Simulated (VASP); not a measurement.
The system is Hf.

```
Hf
1.0
     4.96233    0.00000    0.00000
    -2.48116    4.29750    0.00000
     0.00000    0.00000    3.08623
Hf
3
Cartesian
  0.0157 0.0386 0.0296
  0.0352 2.8556 1.5094
  2.4894 1.4135 1.5536
```

This cell differs from its parent crystal: atoms moved at random.

Base run:

- Program: VASP 6.6.1
- Functional: PBEsol
- Potentials or basis: VASP PAW PBE potentials, release 64 (Hf_pv)
- Cutoff: 520 eV
- k mesh: 6 × 6 × 9
- Occupations: fermi-dirac, width 0.05 eV
- Spin: no spin polarisation

Its results: band gap on the k mesh zero (band 15 reaches 4.99 eV, above the bottom of band 16 at 4.17 eV); pressure -3.0 GPa; largest force 0.246 eV/Å.

The run is repeated on the same cell with these changes: functional from PBEsol to PBE. What comes out?

Band gap on the k mesh zero (band 15 reaches 5.16 eV, above the bottom of band 16 at 4.33 eV); pressure 1.6 GPa; largest force 0.269 eV/Å.

PBE binds less tightly than PBEsol, so the same cell stands under more pressure.

Caveats: spin-orbit coupling is left out, which moves the levels of the heavy elements; the PAW data sets were made with another functional, which shifts forces and pressure a little (some runs).
